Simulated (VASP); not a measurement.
Input of a VASP 6.6.1 run:

Contents of INCAR:

```
ALGO     = Normal         # electronic algorithm
EDIFF    = 1E-8           # SCF threshold, eV
ENCUT    = 750            # plane-wave cutoff, eV
GGA_COMPAT= False        
IBRION   = 8              # ionic algorithm
ISIF     = 2              # what is computed and relaxed
ISMEAR   = 0              # smearing method
LASPH    = True           # aspherical terms in the spheres
LCHARG   = False          # write CHGCAR
LEPSILON = True           # dielectric tensor by DFPT
LREAL    = False          # projectors in reciprocal space
LWAVE    = False          # write WAVECAR
NELM     = 120            # most SCF steps
NSW      = 1              # ionic steps
PREC     = Accurate       # precision mode
SIGMA    = 0.01           # smearing width, eV
```

Contents of KPOINTS:

```
k-points
0
Gamma
  8 8 8
```

File POSCAR:

```
LiF
1.0
    0.0000000000      1.9537514360      1.9537514360
    1.9537514360      0.0000000000      1.9537514360
    1.9537514360      1.9537514360      0.0000000000
Li F
1 1
Direct
    0.0000000000      0.0000000000      0.0000000000
    0.5000000000      0.5000000000      0.5000000000
```

Potentials or basis: VASP PAW LDA potentials, release 64 (Li_sv, F).

Run with:

```bash
$ cat potpaw_LDA.64/Li_sv/POTCAR potpaw_LDA.64/F/POTCAR > POTCAR
$ mpirun -np 1 vasp_std > vasp.out
```

Q: Estimate the electronic dielectric tensor (diagonal).

A: 2.11.

Q: Estimate the Born charges (mean of the diagonal).

A: Li +1.04; F -1.04 e.

Q: Estimate the highest phonon frequency at Γ, LO-TO splitting left out.

A: 344 cm⁻¹.

Phonon frequencies in cm⁻¹ (negative: imaginary):
| q point | frequencies |
| --- | --- |
| (0.000, 0.000, 0.000) | -1 -1 -1 344 344 344 |
